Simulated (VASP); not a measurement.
Input of a VASP 6.6.1 run:

The input INCAR:

```
  PREC = Accurate
  ENCUT = 600
  EDIFF = 1E-6
  ISMEAR = 0
  SIGMA = 0.1
  LREAL = False
  LASPH = True
  NELM = 100
  ALGO = Fast
  ISIF = 3
  LWAVE = False
  LCHARG = False
  GGA = PS
  IBRION = 2
  NSW = 100
  EDIFFG = -0.01
```

KPOINTS

```
regular mesh
0
Gamma
  16 16 16
```

The input POSCAR:

```
Pt
1.0
    0.0000000000      2.8455917956      2.8455917956
    2.8455917956      0.0000000000      2.8455917956
    2.8455917956      2.8455917956      0.0000000000
Pt
2
Direct
    0.0000000000      0.0000000000      0.0000000000
    0.2500000000      0.2500000000      0.2500000000
```

Potentials or basis: VASP PAW PBE potentials, release 64 (Pt).

Launch:

```console
$ cat potpaw_PBE.64/Pt/POTCAR > POTCAR
$ mpirun -np 1 vasp_std > vasp.out
```

Question: Predict the relaxed volume.

Answer: 22.93 Å³/atom.

Question: Predict the relaxed cell.

Answer: a = 4.018 Å, b = 4.018 Å, c = 4.018 Å, α = 60.00°, β = 60.00°, γ = 60.00°.

Question: Predict the band gap on the k mesh.

Answer: Zero (bands 10 and 11 overlap by 0.66 eV).

Question: What does it give for the space group after relaxing (to 0.1 Å)?

Answer: Fd-3m (No. 227).

Final structure:
```
CELL_PARAMETERS angstrom
0.00000 2.84092 2.84092
2.84092 0.00000 2.84092
2.84092 2.84092 0.00000
ATOMIC_POSITIONS crystal
Pt 0.00000 0.00000 0.00000
Pt 0.25000 0.25000 0.25000
```

Caveat: the PAW data sets were made with another functional, which shifts forces and pressure a little; spin-orbit coupling is left out, which moves the levels of the heavy elements.
